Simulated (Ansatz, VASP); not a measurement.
## One calculation of Pb, two programs

```
Pb
1.0
     5.81291    0.00000    0.00000
    -2.90646    5.03413    0.00000
     0.00000    0.00000    3.45809
Pb
3
Cartesian
  -2.9065 5.0341 0.0000
  0.0000 3.3561 1.7290
  2.9065 1.6780 1.7290
```

Alike in both runs: task single point; functional BLYP; k mesh 7 × 7 × 10; occupations fermi-dirac, width 0.1 eV; no spin polarisation.

```csv
,VASP,Ansatz
version,VASP 6.6.1,Ansatz 0.2.0
potentials or method,"VASP PAW PBE potentials, release 64 (Pb_d), cutoff 520 eV","plane waves (420 eV) with PAW, scalar-relativistic"
valence electrons in the cell,42,42
```

|  | VASP | Ansatz | Ansatz less VASP |
| --- | --- | --- | --- |
| pressure (GPa) | 1.4 | 1.4 | -0.06 |
| traceless stress, the component that is largest in VASP (GPa) | -0.46 | -0.47 | -0.007 |

VASP's potentials were made for PBE, not for BLYP.

Spin-orbit coupling is off throughout.
